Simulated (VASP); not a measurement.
# Ge (I4_1/amd) in VASP: a series of runs

The runs below take Ge through single point, with PBEsol.

Program: VASP 6.6.1. These are calculated values, not measurements. Logs are shortened: lines on timing, memory, paths and dates and some standing lists are left out, and cuts for length are marked.

## (1) The cell of the first run

The structure is tetragonal, space group I4_1/amd (No. 141). The conventional cell has a = 5.072 Å, b = 5.072 Å, c = 2.711 Å, α = 90.00°, β = 90.00°, γ = 90.00°. Ge (site symmetry -4m2) has 10 Ge at 2.62 to 3.25 Å within 3.5 Å.

## (2) Single point, PBEsol (strain -0.015 along x and y, -0.030 along z)

File INCAR:

```
SYSTEM = Ge
PREC     = Accurate       ! precision mode
ENCUT    = 520            ! plane-wave cutoff, eV
EDIFF    = 1E-7           ! SCF threshold, eV
ISMEAR   = 0              ! smearing method
SIGMA    = 0.15           ! smearing width, eV
LREAL    = .FALSE.        ! projectors in reciprocal space
LASPH    = .TRUE.         ! aspherical terms in the spheres
NELM     = 100            ! most SCF steps
ALGO     = Normal         ! electronic algorithm
ISIF     = 2              ! what is computed and relaxed
LWAVE    = .FALSE.        ! write WAVECAR
LCHARG   = .FALSE.        ! write CHGCAR
GGA      = PS             ! functional
NBANDS   = 21             ! bands
```

File KPOINTS:

```
regular mesh
0
G
  20 20 20
  0 0 0
```

File POSCAR:

```
Ge
1.0
   -2.5358723732      2.5358723732      1.3554902639
    2.5358723732     -2.5358723732      1.3554902639
    2.5358723732      2.5358723732     -1.3554902639
Ge
2
Direct
    0.2500000000      0.7500000000      0.5000000000
    0.5000000000      0.5000000000      0.0000000000
```

Potentials or basis: VASP PAW PBE potentials, release 64 (Ge_d).

Started as:

```console
$ cat potpaw_PBE.64/Ge_d/POTCAR > POTCAR
$ mpirun -np 1 vasp_std > vasp.out
```

OUTCAR:

```text
SYSTEM = Ge
   PREC = Accurate
   ENCUT = 520
   EDIFF = 1E-7
   ISMEAR = 0
   LREAL = .FALSE.
   LASPH = .TRUE.
   NELM = 100
   ISIF = 2
   GGA = PS

 ion  position               nearest neighbor table
   1  0.250  0.750  0.500-   2 2.62   2 2.62   2 2.62   2 2.62
   2  0.500  0.500  0.000-   1 2.62   1 2.62   1 2.62   1 2.62

  LATTYP: Found a body centered tetragonal cell.
 ALAT       =     5.0717447464
 C/A-ratio  =     0.5345262160

  Lattice vectors:

 A1 = (  -2.5358723732,   2.5358723732,   1.3554902639)
 A2 = (   2.5358723732,  -2.5358723732,   1.3554902639)
 A3 = (   2.5358723732,   2.5358723732,  -1.3554902639)

Analysis of symmetry for initial positions (statically):
=====================================================================
 Subroutine PRICEL returns:
 Original cell was already a primitive cell.

 Routine SETGRP: Setting up the symmetry group for a
 body centered tetragonal supercell.

 Subroutine GETGRP returns: Found 16 space group operations
 (whereof  8 operations were pure point group operations)
 out of a pool of 16 trial point group operations.

The static configuration has the point symmetry D_2d.
 The point group associated with its full space group is D_4h.

Analysis of symmetry for dynamics (positions and initial velocities):
=====================================================================
 Subroutine PRICEL returns:
 Original cell was already a primitive cell.

 Routine SETGRP: Setting up the symmetry group for a
 body centered tetragonal supercell.

 Subroutine GETGRP returns: Found 16 space group operations
 (whereof  8 operations were pure point group operations)
 out of a pool of 16 trial point group operations.

The dynamic configuration has the point symmetry D_2d.
 The point group associated with its full space group is D_4h.

 Subroutine INISYM returns: Found 16 space group operations
 (whereof  8 operations are pure point group operations),
 and found     1 'primitive' translations

----------------------------------------------------------------------------------------

                                     Primitive cell

  volume of cell :      34.8667

  direct lattice vectors                    reciprocal lattice vectors
    -2.535872373  2.535872373  1.355490264     0.000000000  0.197170806  0.368870226
     2.535872373 -2.535872373  1.355490264     0.197170806  0.000000000  0.368870226
     2.535872373  2.535872373 -1.355490264     0.197170806  0.197170806  0.000000000

  length of vectors
     3.833882007  3.833882007  3.833882007     0.418260171  0.418260171  0.278841628

  position of ions in fractional coordinates (direct lattice)
     0.250000000  0.750000000  0.500000000
     0.500000000  0.500000000  0.000000000

  ion indices of the primitive-cell ions
   primitive index   ion index
                 1           1
                 2           2

----------------------------------------------------------------------------------------

 KPOINTS: regular mesh

Automatic generation of k-mesh.
 Grid dimensions read from file:
 generate k-points for:   20   20   20

 Generating k-lattice:

  Cartesian coordinates                     Fractional coordinates (reciprocal lattice)
     0.000000000  0.009858540  0.018443511     0.050000000  0.000000000  0.000000000
     0.009858540  0.000000000  0.018443511     0.000000000  0.050000000  0.000000000
     0.009858540  0.009858540  0.000000000     0.000000000  0.000000000  0.050000000

  Length of vectors
     0.020913009  0.020913009  0.013942081

  Shift w.r.t. Gamma in fractional coordinates (k-lattice)
     0.000000000  0.000000000  0.000000000

 Subroutine IBZKPT returns following result:
 ===========================================

 Found    641 irreducible k-points:

 Following reciprocal coordinates:
            Coordinates               Weight
  0.000000  0.000000  0.000000      1.000000
  0.050000  0.000000 -0.000000      8.000000
  0.100000 -0.000000  0.000000      8.000000
  0.150000  0.000000 -0.000000      8.000000
  0.200000 -0.000000  0.000000      8.000000
  0.250000 -0.000000  0.000000      8.000000
[... 16 lines left out ...]
 -0.400000  0.050000  0.000000     16.000000
 -0.350000  0.050000 -0.000000     16.000000
 [... further k-points ...]
   k-points           NKPTS =    641   k-points in BZ     NKDIM =    641   number of bands    NBANDS=     21
   number of dos      NEDOS =    301   number of ions     NIONS =      2
   total plane-waves  NPLWV =  27000
   dimension x,y,z NGX =    30 NGY =   30 NGZ =   30
   dimension x,y,z NGXF=    60 NGYF=   60 NGZF=   60
   ions per type =               2
   NGX,Y,Z   is equivalent  to a cutoff of  13.01, 13.01, 13.01 a.u.
   NGXF,Y,Z  is equivalent  to a cutoff of  26.02, 26.02, 26.02 a.u.
 SYSTEM =  Ge
   PREC   = accura    normal or accurate (medium, high low for compatibility)
   ISTART =      0    job   : 0-new  1-cont  2-samecut
   ICHARG =      2    charge: 1-file 2-atom 10-const
   ISPIN  =      1    spin polarized calculation?
   LNONCOLLINEAR =      F non collinear calculations
   LSORBIT =      F    spin-orbit coupling
   LASPH  =      T    aspherical Exc in radial PAW
   ENCUT  =  520.0 eV  38.22 Ry    6.18 a.u.   7.13  7.13  7.13*2*pi/ulx,y,z
   NELM   =    100;   NELMIN=  2; NELMDL= -5     # of ELM steps
   EDIFF  = 0.1E-06   stopping-criterion for ELM
   LREAL  =      F    real-space projection
   EDIFFG = 0.1E-05   stopping-criterion for IOM
   NSW    =      0    number of steps for IOM
   IBRION =     -1    ionic relax: 0-MD 1-quasi-New 2-CG
   NFREE  =      0    steps in history (QN), initial steepest desc. (CG)
   ISIF   =      2    stress and relaxation
   ISYM   =      2    0-nonsym 1-usesym 2-fastsym
   POTIM  = 0.5000    time-step for ionic-motion
   TEBEG  =    0.0;   TEEND  =   0.0 temperature during run
   PSTRESS=    0.0 pullay stress
   NELECT =      28.0000    total number of electrons
   NUPDOWN=      -1.0000    fix difference up-down
   EMIN   =  10.00;   EMAX   =-10.00  energy-range for DOS
   EFERMI =   0.00;   METHOD = LEGACY
   ISMEAR =     0;   SIGMA  =   0.15  broadening in eV -4-tet -1-fermi 0-gaus
   EFERMI_NEDOS =   21; number of points for ismear=-14 and -15
   IALGO  =     38    algorithm
   IMIX   =      4    mixing-type and parameters
     AMIX     =   0.40;   BMIX     =  1.00
     AMIX_MAG =   1.60;   BMIX_MAG =  1.00
  volume/ion in A,a.u.               =      17.43       117.65
  Fermi-wavevector in a.u.,A,eV,Ry     =   1.521682  2.875561 31.504492  2.315515
  Thomas-Fermi vector in A             =   2.630364
   LORBIT       =      0    0 simple, 1 ext, 2 COOP (PROOUT), +10 PAW based schemes
   GGA     = PS    functional components
   LHFCALC =     F    Hartree Fock is set to
   AEXX    =    0.0000 exact exchange contribution
   IVDW    =     0    specifies the selected vdW correction
   LEPSILON=     F    determine dielectric tensor
   LRPA    =     F    only Hartree local field effects (RPA)
 non-spin polarized calculation
 Gauss-broadening in eV      SIGMA  =   0.15
  energy-cutoff  :      520.00
  volume of cell :       34.87
 maximum number of plane-waves:       954
 NGX is ok and might be reduce to    30
   NGX = 15   NGY = 15   NGZ = 15

 number of electron      27.9999990 magnetization

 Free energy of the ion-electron system (eV)
  ---------------------------------------------------
  ext. energy  EPLUGINS =         0.00000000
  ---------------------------------------------------
  free energy    TOTEN  =        -9.51042892 eV

  energy without entropy =       -9.50183790  energy(sigma->0) =       -9.50613341

 E-fermi :   7.3422     XC(G=0): -11.7802

 val. band max:        7.3398818626   @ k =  -0.3000   0.2500   0.0000
 cond. band min:       7.3421854729   @ k =  -0.1500  -0.2000   0.0500
 fundamental gap:      0.0023036103
 Fermi energy:         7.3421581350

 k-point     1 :       0.0000    0.0000    0.0000
  band No.  band energies     occupation
      1     -17.3858      2.00000
      2     -17.3434      2.00000
      3     -17.3081      2.00000
      4     -17.3011      2.00000
      5     -17.1655      2.00000
      6     -17.1655      2.00000
[... 13 lines left out ...]
     20      19.0662      0.00000
     21      20.1206      0.00000

 k-point     2 :       0.0500    0.0000   -0.0000
  band No.  band energies     occupation
      1     -17.3847      2.00000
      2     -17.3388      2.00000
      3     -17.3025      2.00000
      4     -17.2994      2.00000
      5     -17.1697      2.00000
      6     -17.1695      2.00000
[... 13 lines left out ...]
     20      19.1182      0.00000
     21      20.4536      0.00000

 k-point     3 :       0.1000   -0.0000    0.0000
  band No.  band energies     occupation
      1     -17.3812      2.00000
      2     -17.3259      2.00000
      3     -17.2947      2.00000
      4     -17.2868      2.00000
      5     -17.1792      2.00000
      6     -17.1771      2.00000
[... 13 lines left out ...]
     20      19.0003      0.00000
     21      19.5845      0.00000

 k-point     4 :       0.1500    0.0000   -0.0000
  band No.  band energies     occupation
      1     -17.3751      2.00000
      2     -17.3066      2.00000
      3     -17.2874      2.00000
      4     -17.2646      2.00000
      5     -17.1917      2.00000
      6     -17.1842      2.00000
[... 13 lines left out ...]
     20      18.0989      0.00000
     21      18.5396      0.00000

 k-point     5 :       0.2000   -0.0000    0.0000
  band No.  band energies     occupation
      1     -17.3670      2.00000
      2     -17.2847      2.00000
      3     -17.2783      2.00000
      4     -17.2429      2.00000
      5     -17.2058      2.00000
      6     -17.1859      2.00000
[... 13 lines left out ...]
     20      17.1742      0.00000
     21      18.1415      0.00000
[... 382 lines left out ...]
     20      19.2667      0.00000
     21      19.7801      0.00000

 k-point    22 :      -0.4500    0.0500    0.0000
  band No.  band energies     occupation
      1     -17.3334      2.00000
      2     -17.2764      2.00000
      3     -17.2729      2.00000
      4     -17.2438      2.00000
      5     -17.2134      2.00000
      6     -17.2083      2.00000
[... 13 lines left out ...]
     20      18.1364      0.00000
     21      20.1354      0.00000

 k-point    23 :      -0.4000    0.0500    0.0000
  band No.  band energies     occupation
      1     -17.3377      2.00000
      2     -17.2680      2.00000
      3     -17.2613      2.00000
      4     -17.2489      2.00000
      5     -17.2191      2.00000
      6     -17.2015      2.00000
[... 13 lines left out ...]
     20      16.7338      0.00000
     21      19.3743      0.00000

 k-point    24 :      -0.3500    0.0500   -0.0000
  band No.  band energies     occupation
      1     -17.3439      2.00000
      2     -17.2635      2.00000
      3     -17.2569      2.00000
      4     -17.2472      2.00000
      5     -17.2216      2.00000
      6     -17.1931      2.00000
[... 13 lines left out ...]
     20      16.3179      0.00000
     21      18.6880      0.00000

 [... further k-points ...]
[... 5 lines left out ...]
  --------------------------------------------------------------------------------------
  -------------------------------------------------------------------------------------
  Total        0.8438567      0.8438567      1.3410114      0.0000000      0.0000000      0.0000000
  in kB       38.7764574     38.7764574     61.6214435      0.0000000      0.0000000      0.0000000
  external PRESSURE =      46.3914527 kB  Pullay stress =       0.0000000 kB

 VOLUME and BASIS-vectors are now :
 -----------------------------------------------------------------------------
  energy-cutoff  :      520.00
  volume of cell :       34.87
      direct lattice vectors                 reciprocal lattice vectors
    -2.535872373  2.535872373  1.355490264     0.000000000  0.197170806  0.368870226
     2.535872373 -2.535872373  1.355490264     0.197170806  0.000000000  0.368870226
     2.535872373  2.535872373 -1.355490264     0.197170806  0.197170806  0.000000000

 POSITION                                       TOTAL-FORCE (eV/Angst)
 -----------------------------------------------------------------------------------
      2.53587      0.00000      0.67775         0.000000      0.000000     -0.000000
      0.00000      0.00000      1.35549        -0.000000     -0.000000      0.000000
 -----------------------------------------------------------------------------------
    total drift:                                0.000000     -0.000000      0.000000

  FREE ENERGIE OF THE ION-ELECTRON SYSTEM (eV)
  ---------------------------------------------------
  free  energy   TOTEN  =        -9.5104289218 eV

  energy  without entropy=       -9.5018379019  energy(sigma->0) =       -9.50613341
```

Wall time 5.5 min (1 thread of Intel Xeon 6975P-C (Granite Rapids), shared host); peak memory 0.45 GiB.

What came out:

| Item | Value |
| --- | --- |
| Free energy | -9.5104 eV |
| Pressure | 4.6 GPa |
| Band gap on the k mesh | zero (bands 14 and 15 overlap by 5.47 eV) |

Stress tensor (GPa, compression positive):
```
3.88 0.00 0.00
0.00 3.88 0.00
0.00 0.00 6.16
```

Caveat: the cell differs from its parent crystal (strain -0.015 along x and y, -0.030 along z); the cell stands under pressure; the PAW data sets were made with another functional, which shifts forces and pressure a little.

(Continued in part 2 of 2.)
